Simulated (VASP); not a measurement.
Input of a VASP 6.6.1 run:

The input INCAR:

```
PREC     = Accurate       # precision mode
ENCUT    = 500            # plane-wave cutoff, eV
EDIFF    = 1E-7           # SCF threshold, eV
ISMEAR   = -1             # smearing method
SIGMA    = 0.1            # smearing width, eV
LREAL    = F              # projectors in reciprocal space
LASPH    = T              # aspherical terms in the spheres
NELM     = 120            # most SCF steps
ALGO     = Normal         # electronic algorithm
ISIF     = 3              # what is computed and relaxed
LWAVE    = F              # write WAVECAR
LCHARG   = F              # write CHGCAR
GGA      = PE             # functional
IBRION   = 2              # ionic algorithm
NSW      = 80             # ionic steps
EDIFFG   = -0.02          # ionic threshold
PSTRESS  = 100.0        
GGA_COMPAT= F            
NELMIN   = 4
```

The input KPOINTS:

```
regular mesh
0
Gamma
  9 9 9
```

Contents of POSCAR:

```
Sb
1.0
   -1.9600000000      1.9600000000      1.9600000000
    1.9600000000     -1.9600000000      1.9600000000
    1.9600000000      1.9600000000     -1.9600000000
Sb
1
Direct
    0.0000000000      0.0000000000      0.0000000000
```

Potentials or basis: VASP PAW PBE potentials, release 64 (Sb).

Launch:

```bash
$ cat potpaw_PBE.64/Sb/POTCAR > POTCAR
$ mpirun -np 1 vasp_std > vasp.out
```

Problem. Predict the band gap on the k mesh.

Solution. Zero (an odd number of electrons rules out a gap without spin polarisation).

Problem. Estimate the relaxed cell.

Solution. a = 3.151 Å, b = 3.151 Å, c = 3.151 Å, α = 109.47°, β = 109.47°, γ = 109.47°.

Final structure:
```xyz
1
Lattice="-1.8193 1.8193 1.8193 1.8193 -1.8193 1.8193 1.8193 1.8193 -1.8193" Properties=species:S:1:pos:R:3 pbc="T T T"
Sb    0.0000    0.0000    0.0000
```

Caveat: the cell is relaxed towards a set pressure, so the run minimises the enthalpy, not the energy; spin-orbit coupling is left out, which moves the levels of the heavy elements.
